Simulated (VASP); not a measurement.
# MgSc2C2 (P6mm) in VASP: single point with PBE

Aim: the single point of MgSc2C2 with PBE.

Program: VASP 6.6.1. These are calculated values, not measurements. Logs are shortened: lines on timing, memory, paths and dates and some standing lists are left out, and cuts for length are marked.

## (1) The cell of the first run

It takes space group P6mm (No. 183, hexagonal). Conventional cell: a = 4.170 Å, b = 4.170 Å, c = 6.464 Å, α = 90.00°, β = 90.00°, γ = 120.00°. Within 2.9 Å of Mg (site symmetry 6mm) lie 2 C at 2.17 to 2.47 Å and 6 Sc at 2.49 Å. Sc (site symmetry 3m) has 3 Sc at 2.41 Å and 3 Mg at 2.49 Å and 3 C at 3.03 Å within 3.2 Å. Within 2.4 Å of C (site symmetry 6mm) lie 1 C at 1.82 Å. C (site symmetry 6mm) has 1 C at 1.82 Å and 1 Mg at 2.17 Å within 2.4 Å.

## (2) Single point, PBE

Contents of INCAR:

```
SYSTEM = MgSc2C2
PREC = Accurate ; ENCUT = 520
EDIFF = 1E-7 ; ISMEAR = 0
SIGMA = 0.1 ; LREAL = .FALSE.
LASPH = .TRUE. ; NELM = 80
ALGO = Normal ; ISIF = 2
LWAVE = .FALSE. ; LCHARG = .FALSE.
GGA = PE ; NBANDS = 24
```

Contents of KPOINTS:

```
Automatic mesh
0
G
  6 6 4
  0 0 0
```

Contents of POSCAR:

```
MgSc2C2
1.0
    4.1703590500      0.0000000000      0.0000000000
   -2.0851795200      3.6116368800      0.0000000000
    0.0000000000      0.0000000000      6.4639482400
Mg Sc C
1 2 2
Direct
    0.0000000000      0.0000000000      0.5506240700
    0.3333333300      0.6666666700      0.6488976900
    0.6666666700      0.3333333300      0.6488976900
    0.0000000000      0.0000000000      0.9334643200
    0.0000000000      0.0000000000      0.2144524300
```

Potentials or basis: VASP PAW PBE potentials, release 64 (Mg, Sc_sv, C).

On the command line:

```bash
$ cat potpaw_PBE.64/Mg/POTCAR potpaw_PBE.64/Sc_sv/POTCAR potpaw_PBE.64/C/POTCAR > POTCAR
$ mpirun -np 1 vasp_std > vasp.out
```

OUTCAR:

```text
SYSTEM = MgSc2C2
   PREC = Accurate
   ENCUT = 520
   EDIFF = 1E-7
   ISMEAR = 0
   LREAL = .FALSE.
   LASPH = .TRUE.
   NELM = 80
   ISIF = 2
   GGA = PE

 ion  position               nearest neighbor table
   1  0.000  0.000  0.551-   5 2.17   4 2.47   2 2.49   3 2.49   2 2.49   3 2.49   3 2.49   2 2.49

   2  0.333  0.667  0.649-   3 2.41   3 2.41   3 2.41   1 2.49   1 2.49   1 2.49
   3  0.667  0.333  0.649-   2 2.41   2 2.41   2 2.41   1 2.49   1 2.49   1 2.49
   4  0.000  0.000  0.933-   5 1.82   1 2.47
   5  0.000  0.000  0.214-   4 1.82   1 2.17

  LATTYP: Found a hexagonal cell.
 ALAT       =     4.1703590500
 C/A-ratio  =     1.5499740340

  Lattice vectors:

 A1 = (   4.1703590500,   0.0000000000,   0.0000000000)
 A2 = (  -2.0851795200,   3.6116368800,   0.0000000000)
 A3 = (   0.0000000000,   0.0000000000,   6.4639482400)

Analysis of symmetry for initial positions (statically):
=====================================================================
 Subroutine PRICEL returns:
 Original cell was already a primitive cell.

 Routine SETGRP: Setting up the symmetry group for a
 hexagonal supercell.

 Subroutine GETGRP returns: Found 12 space group operations
 (whereof 12 operations were pure point group operations)
 out of a pool of 24 trial point group operations.

The static configuration has the point symmetry C_6v.

Analysis of symmetry for dynamics (positions and initial velocities):
=====================================================================
 Subroutine PRICEL returns:
 Original cell was already a primitive cell.

 Routine SETGRP: Setting up the symmetry group for a
 hexagonal supercell.

 Subroutine GETGRP returns: Found 12 space group operations
 (whereof 12 operations were pure point group operations)
 out of a pool of 24 trial point group operations.

The dynamic configuration has the point symmetry C_6v.

 Subroutine INISYM returns: Found 12 space group operations
 (whereof 12 operations are pure point group operations),
 and found     1 'primitive' translations

----------------------------------------------------------------------------------------

                                     Primitive cell

  volume of cell :      97.3588

  direct lattice vectors                    reciprocal lattice vectors
     4.170359050  0.000000000  0.000000000     0.239787507  0.138441381  0.000000000
[... 88 lines left out ...]
   EDIFF  = 0.1E-06   stopping-criterion for ELM
   LREAL  =      F    real-space projection
   EDIFFG = 0.1E-05   stopping-criterion for IOM
   NSW    =      0    number of steps for IOM
   IBRION =     -1    ionic relax: 0-MD 1-quasi-New 2-CG
   NFREE  =      0    steps in history (QN), initial steepest desc. (CG)
   ISIF   =      2    stress and relaxation
   ISYM   =      2    0-nonsym 1-usesym 2-fastsym
   POTIM  = 0.5000    time-step for ionic-motion
   TEBEG  =    0.0;   TEEND  =   0.0 temperature during run
   PSTRESS=    0.0 pullay stress
   NELECT =      32.0000    total number of electrons
   NUPDOWN=      -1.0000    fix difference up-down
   EMIN   =  10.00;   EMAX   =-10.00  energy-range for DOS
   EFERMI =   0.00;   METHOD = LEGACY
   ISMEAR =     0;   SIGMA  =   0.10  broadening in eV -4-tet -1-fermi 0-gaus
   EFERMI_NEDOS =   21; number of points for ismear=-14 and -15
   IALGO  =     38    algorithm
   IMIX   =      4    mixing-type and parameters
     AMIX     =   0.40;   BMIX     =  1.00
     AMIX_MAG =   1.60;   BMIX_MAG =  1.00
  volume/ion in A,a.u.               =      19.47       131.40
  Fermi-wavevector in a.u.,A,eV,Ry     =   1.129795  2.135003 17.366980  1.276437
  Thomas-Fermi vector in A             =   2.266490
   LORBIT       =      0    0 simple, 1 ext, 2 COOP (PROOUT), +10 PAW based schemes
   GGA     = PE    functional components
   LHFCALC =     F    Hartree Fock is set to
   AEXX    =    0.0000 exact exchange contribution
   IVDW    =     0    specifies the selected vdW correction
   LEPSILON=     F    determine dielectric tensor
   LRPA    =     F    only Hartree local field effects (RPA)
 non-spin polarized calculation
 Gauss-broadening in eV      SIGMA  =   0.10
  energy-cutoff  :      520.00
  volume of cell :       97.36
 maximum number of plane-waves:      2659
 NGX is ok and might be reduce to    32
   NGX = 15   NGY = 15   NGZ = 25

 number of electron      31.9999997 magnetization

 Free energy of the ion-electron system (eV)
  ---------------------------------------------------
  ext. energy  EPLUGINS =         0.00000000
  ---------------------------------------------------
  free energy    TOTEN  =       -17.81749307 eV

  energy without entropy =      -17.79161304  energy(sigma->0) =      -17.80455306

 E-fermi :   1.9218     XC(G=0):  -8.8854

 val. band max:        1.9211240864   @ k =   0.5000  -0.0000   0.0000
 cond. band min:       1.9276683054   @ k =   0.3333   0.1667   0.5000
 fundamental gap:      0.0065442190
 Fermi energy:         1.9218182659

 k-point     1 :       0.0000    0.0000    0.0000
  band No.  band energies     occupation
      1     -47.2719      2.00000
      2     -46.4864      2.00000
      3     -26.6136      2.00000
      4     -26.6136      2.00000
      5     -25.8656      2.00000
      6     -25.2956      2.00000
[... 556 lines left out ...]
     23       4.6210      0.00000
     24       5.1702      0.00000

------------------------ aborting loop because EDIFF is reached ----------------------------------------

  FORCE on cell =-STRESS in cart. coord.  units (eV):
  Direction    XX          YY          ZZ          XY          YZ          ZX
  --------------------------------------------------------------------------------------
  -------------------------------------------------------------------------------------
  Total       19.5825803     19.5825803    -21.1874324      0.0000000      0.0000000      0.0000000
  in kB      322.2590350    322.2590349   -348.6691433      0.0000004      0.0000000      0.0000000
  external PRESSURE =      98.6163089 kB  Pullay stress =       0.0000000 kB

 VOLUME and BASIS-vectors are now :
 -----------------------------------------------------------------------------
  energy-cutoff  :      520.00
  volume of cell :       97.36
      direct lattice vectors                 reciprocal lattice vectors
     4.170359050  0.000000000  0.000000000     0.239787507  0.138441381  0.000000000
    -2.085179520  3.611636880  0.000000000     0.000000000  0.276882763  0.000000000
     0.000000000  0.000000000  6.463948240     0.000000000  0.000000000  0.154704209

 POSITION                                       TOTAL-FORCE (eV/Angst)
 -----------------------------------------------------------------------------------
      0.00000      0.00000      3.55921         0.000000      0.000000     -2.863537
     -0.00000      2.40776      4.19444        -0.000000      0.000000      2.595343
      2.08518      1.20388      4.19444         0.000000     -0.000000      2.595343
      0.00000      0.00000      6.03387         0.000000      0.000000      2.839400
      0.00000      0.00000      1.38621        -0.000000      0.000000     -5.166548
 -----------------------------------------------------------------------------------
    total drift:                               -0.000000     -0.000000      0.000445

  FREE ENERGIE OF THE ION-ELECTRON SYSTEM (eV)
  ---------------------------------------------------
  free  energy   TOTEN  =       -17.8174930746 eV

  energy  without entropy=      -17.7916130402  energy(sigma->0) =      -17.80455306
```

OSZICAR:

```text
N       E                     dE             d eps       ncg     rms          rms(c)
DAV:   1     0.434028595325E+03    0.43403E+03   -0.14075E+04  1008   0.127E+03
DAV:   2     0.158864285875E+02   -0.41814E+03   -0.40631E+03  1120   0.474E+02
DAV:   3    -0.173825182569E+02   -0.33269E+02   -0.30758E+02  1672   0.152E+02
DAV:   4    -0.191605968311E+02   -0.17781E+01   -0.17207E+01  1680   0.276E+01
DAV:   5    -0.192093466330E+02   -0.48750E-01   -0.48574E-01  1504   0.441E+00    0.132E+01
DAV:   6    -0.186140224548E+02    0.59532E+00   -0.62622E+00  1680   0.204E+01    0.822E+00
DAV:   7    -0.181070643432E+02    0.50696E+00   -0.24779E+00  1728   0.136E+01    0.504E+00
DAV:   8    -0.180113533220E+02    0.95711E-01   -0.11592E+00  1696   0.889E+00    0.361E+00
DAV:   9    -0.178106816750E+02    0.20067E+00   -0.32844E-01  1672   0.372E+00    0.867E-01
DAV:  10    -0.178146499947E+02   -0.39683E-02   -0.97217E-02  1600   0.146E+00    0.404E-01
DAV:  11    -0.178170515971E+02   -0.24016E-02   -0.65720E-03  1504   0.615E-01    0.839E-02
DAV:  12    -0.178173774133E+02   -0.32582E-03   -0.89295E-04  1536   0.191E-01    0.476E-02
DAV:  13    -0.178174740733E+02   -0.96660E-04   -0.28614E-04  1528   0.965E-02    0.204E-02
DAV:  14    -0.178174938627E+02   -0.19789E-04   -0.64571E-05  1624   0.435E-02    0.144E-02
DAV:  15    -0.178174915278E+02    0.23349E-05   -0.61783E-06  1584   0.153E-02    0.685E-03
DAV:  16    -0.178174927241E+02   -0.11964E-05   -0.68435E-06  1288   0.120E-02    0.192E-03
DAV:  17    -0.178174930404E+02   -0.31626E-06   -0.56369E-07  1160   0.543E-03    0.137E-03
DAV:  18    -0.178174930746E+02   -0.34174E-07   -0.91749E-08   944   0.246E-03
   1 F= -.17817493E+02 E0= -.17804553E+02  d E =-.258800E-01
```

stdout:

```text
POSCAR found type information on POSCAR MgScC
 POSCAR found :  3 types and       5 ions
 scaLAPACK will be used
 LDA part: xc-table for (Slater+PW92), standard interpolation
 POSCAR, INCAR and KPOINTS ok, starting setup
 FFT: planning ... GRIDC
 FFT: planning ... GRID_SOFT
 FFT: planning ... GRID
 WAVECAR not read
 entering main loop
```

Run time: 46 s. Hardware: 1 thread of Intel Xeon Platinum 8375C at 2.90GHz (Ice Lake), shared host; peak memory 0.23 GiB.

Results:

- Free energy: -17.8175 eV
- Pressure: 9.9 GPa
- Largest force: 5.167 eV/Å
- Band gap on the k mesh: zero (band 16 reaches 2.46 eV, above the bottom of band 17 at 1.84 eV)

Forces on the atoms (eV/Å):
```
Mg   0.000  0.000 -2.864
Sc   0.000  0.000  2.595
Sc   0.000  0.000  2.595
C    0.000  0.000  2.839
C    0.000  0.000 -5.167
```

Levels at points of the mesh, in eV from the Fermi level:
| k point | band 12 | band 13 | band 14 | band 15 | band 16 | band 17 | band 18 | band 19 | band 20 | band 21 |
| --- | --- | --- | --- | --- | --- | --- | --- | --- | --- | --- |
| (0.00, 0.00, 0.00) | -1.16 | -1.16 | -0.59 | 0.54 | 0.54 | 0.64 | 0.64 | 0.82 | 1.46 | 1.46 |
| (0.50, 0.00, 0.00) | -2.61 | -1.22 | -0.81 | -0.60 | -0.21 | 0.00 | 0.01 | 0.10 | 2.24 | 2.49 |
| (0.00, 0.00, 0.50) | -2.43 | -0.93 | -0.93 | -0.15 | -0.15 | 0.53 | 0.53 | 1.05 | 2.12 | 2.12 |
| (0.50, 0.00, 0.50) | -2.14 | -1.85 | -1.54 | -1.49 | -0.47 | 0.34 | 0.80 | 0.85 | 1.57 | 2.21 |

Caveat: forces of over 1 eV/Å act on the atoms, so gaps and moduli don't describe the material at rest.
